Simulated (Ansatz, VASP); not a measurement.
# RbBr in VASP and in Ansatz

```
Rb Br
1.0
     4.24867    0.00000    0.00000
     0.00000    4.24867    0.00000
     0.00000    0.00000    4.19290
Rb Br
1 1
Direct
  0.00000 0.00000 0.00000
  0.50000 0.50000 0.50000
```

Change from the starting cell: mode 4 frozen in at +0.000 Å, equal normal strain along x and y +0.0133.

Alike in both runs: task single point; functional PBE; k mesh 6 × 6 × 6; occupations gaussian, width 0.05 eV; no spin polarisation.

|  | VASP | Ansatz |
| --- | --- | --- |
| version | VASP 6.6.1 | Ansatz 0.2.0 |
| potentials or method | VASP PAW PBE potentials, release 64 (Rb_sv, Br), cutoff 520 eV | scalar-relativistic, plane waves, PAW |
| valence electrons in the cell | 16 | 16 |

```csv
,VASP,Ansatz,Ansatz less VASP
gap on the k mesh at the Fermi level (eV),3.81,3.81,+0.001
least direct gap on the mesh (eV),3.95,3.95,0.000
pressure (GPa),-0.3,-0.3,-0.02
"traceless stress, the component that is largest in VASP (GPa)",0.24,0.24,0.000
```

The functional is the same, so the differences come from potentials, cutoffs and numerics.
